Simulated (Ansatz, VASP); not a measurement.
## One calculation of Al, two programs

INCAR

```
SYSTEM = Al
PREC     = Accurate       ! precision mode
ENCUT    = 520            ! plane-wave cutoff, eV
EDIFF    = 1E-6           ! SCF threshold, eV
ISMEAR   = 0              ! smearing method
SIGMA    = 0.15           ! smearing width, eV
LREAL    = .FALSE.        ! projectors in reciprocal space
LASPH    = .TRUE.         ! aspherical terms in the spheres
NELM     = 60             ! most SCF steps
ALGO     = Fast           ! electronic algorithm
ISIF     = 2              ! what is computed and relaxed
LWAVE    = .FALSE.        ! write WAVECAR
LCHARG   = .FALSE.        ! write CHGCAR
GGA      = PE             ! functional
NBANDS   = 8              ! bands
```

The input KPOINTS:

```
Automatic mesh
0
G
  20 20 20
  0 0 0
```

Contents of POSCAR:

```
Al
1.0
    0.0000000000      2.0846994000      2.0846994000
    2.0846994000      0.0000000000      2.0846994000
    2.0846994000      2.0846994000      0.0000000000
Al
1
Direct
    0.0000000000      0.0000000000      0.0000000000
```

Input for Ansatz:

```yaml
crystal:
  lattice:
    - [0.0, 2.0846994, 2.0846994]
    - [2.0846994, 0.0, 2.0846994]
    - [2.0846994, 2.0846994, 0.0]
  atoms:
    - { symbol: Al, position: [0.0, 0.0, 0.0] }
basis:
  ecutwfc: 420
kpoints:
  mp_grid: { grid: [20, 20, 20] }
hamiltonian:
  xc: pbe
scf:
  occupations: { method: gaussian, width: 0.15 }
output:
  forces: true
  stress: true
  eigenvalues: true
  write_density: true
  write_potential: true
  elf: true
  volumetric_format: npy
```

Change from the starting cell: strain +0.030 along x and y, +0.030 along z, atoms carried along.

Alike in both runs: task single point; functional PBE; k mesh 20 × 20 × 20; occupations gaussian, width 0.15 eV; no spin polarisation.

```csv
,VASP,Ansatz
version,VASP 6.6.1,Ansatz 0.2.0
potentials or method,"VASP PAW PBE potentials, release 64 (Al), cutoff 520 eV","scalar-relativistic, plane waves, PAW"
valence electrons in the cell,3,3
```

```tsv
	VASP	Ansatz	Ansatz less VASP
gap on the k mesh at the Fermi level (eV)	none	none	-
pressure (GPa)	-5.8	-5.8	+0.03
```

A gap of «none» marks a metal or a gap that the smearing closes.
